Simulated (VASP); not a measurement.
Runs of VASP 6.6.1 on S. The structure is that of space group Fm-3m (No. 225), or close to it. The cells are those of the table. 

```csv
level,cell,k mesh,gap on the mesh (eV),pressure (GPa)
PBE,"a = 2.956 Å, angles 60.0°, 1 atom",18 × 18 × 18,none,(b)
PBE,"a = 2.913, b = 2.945, c = 2.960 Å, angles 60.4, 61.0, 60.5°, 1 atom",16 × 16 × 16,none,-8.3
PBE,"a = 2.931, b = 2.952 Å, angles 59.8, 60.5, 59.8°, 1 atom",16 × 16 × 16,none,-7.7
PBE,"a = 2.889 Å, angles 60.0°, 1 atom",18 × 18 × 18,none,(c)
PBE,"a = 2.814, b = 2.834, c = 2.801 Å, angles 59.6, 60.4, 59.8°, 1 atom",16 × 16 × 16,none,(a)
PBE,"a = 2.830 Å, angles 60.0°, 1 atom",18 × 18 × 18,none,-1.0
PBE,"a = 2.815 Å, angles 60.0°, 1 atom",18 × 18 × 18,none,0.4
PBE,"a = 2.884 Å, angles 60.0°, 1 atom",18 × 18 × 18,none,-4.7
r2SCAN,"a = 2.844 Å, angles 60.0°, 1 atom",18 × 18 × 18,none,-1.4
```

Alike in all rows: task single point; potentials or basis VASP PAW PBE potentials, release 64 (S); no spin polarisation; cutoff (eV) 520; smearing gaussian 0.1 eV.

Question: Estimate the missing entries.

Answer: (a) 0.3; (b) -8.2; (c) -4.9.

Caveats: the PAW data sets were made with another functional, which shifts forces and pressure a little (some runs).

A gap of «none» marks levels without a gap at the run's occupations.
